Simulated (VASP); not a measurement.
Write the native input for VASP 6.6.1 that does the following.

```
Task                   : single point
Functional             : PBE
Potentials or basis    : VASP PAW PBE potentials, release 64 (Cd_sv_GW, F)
Cutoff                 : 700 eV
k mesh                 : 8 × 8 × 8
Occupations            : gaussian, width 0.05 eV
Spin                   : no spin polarisation
Dipole correction      : no
Further INCAR settings : ALGO = Normal; EDIFF = 1e-06; NBANDS = 24
```

The structure of CdF2 lies in POSCAR:

```
CdF2
1.0
   -0.3014297579      2.7402705265      2.7038249285
    2.7402705265     -0.3014297579      2.7038249285
    2.4388407686      2.4388407686      0.0000000000
Cd F
1 2
Direct
    0.0000000000      0.0000000000      0.0000000000
    0.2500000000      0.2500000000      0.2500000000
    0.7500000000      0.7500000000      0.7500000000
```

This cell differs from its parent crystal: engineering shear strain xy -0.2200, normal strain along z -0.0133.

The input as run:

INCAR

```
PREC     = Accurate       # precision mode
ENCUT    = 700            # plane-wave cutoff, eV
EDIFF    = 1E-6           # SCF threshold, eV
ISMEAR   = 0              # smearing method
SIGMA    = 0.05           # smearing width, eV
LREAL    = False          # projectors in reciprocal space
LASPH    = True           # aspherical terms in the spheres
NELM     = 120            # most SCF steps
ALGO     = Normal         # electronic algorithm
ISIF     = 2              # what is computed and relaxed
LWAVE    = False          # write WAVECAR
LCHARG   = False          # write CHGCAR
GGA      = PE             # functional
NBANDS   = 24             # bands
GGA_COMPAT= False
```

KPOINTS

```
regular mesh
0
Gamma
  8 8 8
```

Potentials or basis: VASP PAW PBE potentials, release 64 (Cd_sv_GW, F).

Launch:

```console
$ cat potpaw_PBE.64/Cd_sv_GW/POTCAR potpaw_PBE.64/F/POTCAR > POTCAR
$ mpirun -np 1 vasp_std > vasp.out
```

It gave:

```
Pressure               : 6.9 GPa
Largest force          : 0.566 eV/Å
Band gap on the k mesh : 2.89 eV (least direct gap 3.16 eV)
```

Caveat: the cell differs from its parent crystal (engineering shear strain xy -0.2200, normal strain along z -0.0133); the cell stands under pressure.

It took 74 s on 1 thread of AMD EPYC 9R45 96-Core Processor (Zen 5), on a shared host, peak memory 0.27 GiB.
